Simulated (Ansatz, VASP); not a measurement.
**Ba in VASP and in Ansatz**

Contents of INCAR:

```
PREC = Accurate ; ENCUT = 520
EDIFF = 1E-6 ; ISMEAR = 0
SIGMA = 0.1 ; LREAL = F
LASPH = T ; NELM = 80
ALGO = Normal ; ISIF = 2
LWAVE = F ; LCHARG = T
GGA = PS ; LELF = T
LVHAR = T ; NBANDS = 11
```

File KPOINTS:

```
Automatic mesh
0
Gamma
  12 12 12
```

The input POSCAR:

```
Ba
1.0
   -2.4584299504      2.4584299504      2.4584299504
    2.4584299504     -2.4584299504      2.4584299504
    2.4584299504      2.4584299504     -2.4584299504
Ba
1
Direct
    0.0000000000      0.0000000000      0.0000000000
```

Input for Ansatz:

```yaml
crystal:
  lattice:
    - [-2.4584299504, 2.4584299504, 2.4584299504]
    - [2.4584299504, -2.4584299504, 2.4584299504]
    - [2.4584299504, 2.4584299504, -2.4584299504]
  atoms:
    - { symbol: Ba, position: [0.0, 0.0, 0.0] }
basis:
  ecutwfc: 420
kpoints:
  mp_grid: { grid: [12, 12, 12] }
hamiltonian:
  xc: pbesol
scf:
  occupations: { method: gaussian, width: 0.1 }
output:
  forces: true
  stress: true
  eigenvalues: true
```

Alike in both runs: task single point; functional PBEsol; k mesh 12 × 12 × 12; occupations gaussian, width 0.1 eV; no spin polarisation.

```csv
,VASP,Ansatz
version,VASP 6.6.1,Ansatz 0.2.0
potentials or method,"VASP PAW PBE potentials, release 64 (Ba_sv), cutoff 520 eV","scalar-relativistic, plane waves, PAW"
valence electrons in the cell,10,10
```

VASP gave:

* gap on the k mesh at the Fermi level (eV): none
* pressure (GPa): -0.1

**Question.** What did Ansatz give for the same quantities?

**Answer.** gap on the k mesh at the Fermi level (eV): none; pressure (GPa): -0.2.

VASP's potentials were made for PBE, not for PBEsol. A gap of «none» marks a metal or a gap that the smearing closes.

Neither program's run includes spin-orbit coupling.
